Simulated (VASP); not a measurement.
Crystal: B3C2.

```
CELL_PARAMETERS angstrom
2.92245 0.00000 0.00000
-1.46123 2.53092 0.00000
0.00000 0.00000 6.43181
ATOMIC_POSITIONS crystal
B 0.66667 0.33333 0.64750
B 0.66667 0.33333 0.35250
B 0.66667 0.33333 0.00000
C 0.33333 0.66667 0.90567
C 0.33333 0.66667 0.09433
```

The cell was built from a structure type or drawn by symmetry, and may not be a known phase.

```yaml
Program: VASP 6.6.1
Task: relaxation of cell and atoms
Functional: PBE
Potentials_or_basis: VASP PAW PBE potentials, release 64 (B, C)
Cutoff: 600 eV
k_mesh: 6 × 6 × 4
Occupations: gaussian, width 0.1 eV
Spin: no spin polarisation
```

At the start: pressure 0.6 GPa; volume 9.51 Å³/atom.

Question: Where does the relaxation end?

Answer: Over 52 steps the energy falls by 1913.3 meV/atom and the volume is 8.93 Å³/atom (-6.1 %); space group P-6m2 (No. 187, to 0.1 Å) before and after.

Step by step:
```tsv
step	energy change (eV)	largest force (eV/Å)	pressure (GPa)	volume (Å³)
1	0.0000	12.9652	0.61	47.57
3	-1.9682	1.6767	-47.19	47.41
5	-6.4019	2.1601	12.11	31.98
7	-8.4385	1.3238	24.19	30.62
9	-8.7013	0.2715	0.38	33.47
11	-8.7656	0.5744	0.11	33.92
13	-8.9576	0.3040	13.31	34.73
15	-8.9978	0.4367	17.63	34.93
17	-9.0068	0.8653	19.64	35.07
19	-9.0174	1.0334	20.07	35.19
21	-9.0239	1.8381	22.08	35.71
23	-9.0433	1.4742	20.91	35.58
25	-9.1618	1.1990	17.29	36.25
27	-9.4265	0.4708	5.18	38.99
29	-9.4454	0.6558	0.81	40.26
31	-9.4542	0.5757	1.08	40.13
33	-9.4682	0.6608	0.42	39.85
35	-9.4808	0.3131	0.63	40.00
37	-9.5035	0.0511	0.21	40.44
39	-9.5218	0.1372	1.41	40.70
41	-9.5285	0.2521	2.96	40.99
43	-9.5530	0.2276	0.10	42.60
45	-9.5595	0.1144	-1.96	44.04
47	-9.5652	0.0943	-0.10	44.55
49	-9.5660	0.0544	0.14	44.59
51	-9.5665	0.0507	-0.17	44.68
52	-9.5667	0.0044	0.15	44.65
```

Final structure:
```yaml
crystal:
  lattice:
    - [2.72817, 0.00000, 0.00000]
    - [-1.36409, 2.36267, 0.00000]
    - [0.00000, 0.00000, 6.92702]
  atoms:
    - { symbol: B, position: [0.66667, 0.33333, 0.76219] }
    - { symbol: B, position: [0.66667, 0.33333, 0.23781] }
    - { symbol: B, position: [0.66667, 0.33333, 0.00000] }
    - { symbol: C, position: [0.33333, 0.66667, 0.76452] }
    - { symbol: C, position: [0.33333, 0.66667, 0.23548] }
```

Caveat: the k points lie up to 0.44 Å⁻¹ apart in the final cell, too coarse for converged energies and pressures of a metal; this functional lacks dispersion, which binds the layers, so the pressure and a relaxed spacing across them are unreliable.
